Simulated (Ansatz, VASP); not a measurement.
# Si: VASP beside Ansatz

```
Si
1.0
     3.85128    0.00000    0.00000
    -1.92564    3.33531    0.00000
     0.28643    0.00000    6.36502
Si
4
Cartesian
  0.0071 2.2240 0.4015
  2.0760 1.1113 3.5840
  0.1361 2.2240 2.7810
  2.2049 1.1113 5.9636
```

Change from the starting cell: shear of c along a, cell held, atoms relaxed: +4.5 %.

Alike in both runs: functional PBE; k mesh 12 × 12 × 6; occupations gaussian, width 0.02 eV; no spin polarisation.

Ansatz relaxed the structure, and its values are those at the end. VASP's run is a single point on that final structure, the one shown.

|  | VASP | Ansatz |
| --- | --- | --- |
| version | VASP 6.6.1 | Ansatz 0.2.0 |
| potentials or method | VASP PAW PBE potentials, release 64 (Si), cutoff 520 eV | scalar-relativistic, plane waves, PAW |
| valence electrons in the cell | 16 | 16 |

VASP gave:

```
gap on the k mesh at the Fermi level (eV) : 0.37
least direct gap on the mesh (eV)         : 0.92
pressure (GPa)                            : -0.1
```

Problem. Which values does Ansatz return?

Solution. gap on the k mesh at the Fermi level (eV): 0.37; least direct gap on the mesh (eV): 0.92; pressure (GPa): 0.0.

Ansatz's warnings: stress scf threshold loose.
